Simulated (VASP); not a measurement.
A run of VASP 6.6.1 is set up as follows.

File INCAR:

```
ALGO = Normal
EDIFF = 1E-6
ENCUT = 520
GGA = PE
ISIF = 2
ISMEAR = 0
LASPH = True
LCHARG = False
LREAL = False
LWAVE = False
NBANDS = 8
NELM = 80
PREC = Accurate
SIGMA = 0.1
```

The input KPOINTS:

```
k-points
0
Gamma
  10 10 10
```

POSCAR

```
Sb
1.0
   -1.7250000000      1.7250000000      1.7250000000
    1.7250000000     -1.7250000000      1.7250000000
    1.7250000000      1.7250000000     -1.7250000000
Sb
1
Direct
    0.0000000000      0.0000000000      0.0000000000
```

Potentials or basis: VASP PAW PBE potentials, release 64 (Sb).

Run with:

```console
$ cat potpaw_PBE.64/Sb/POTCAR > POTCAR
$ mpirun -np 1 vasp_std > vasp.out
```

Problem. Estimate the pressure.

Solution. 32.6 GPa.
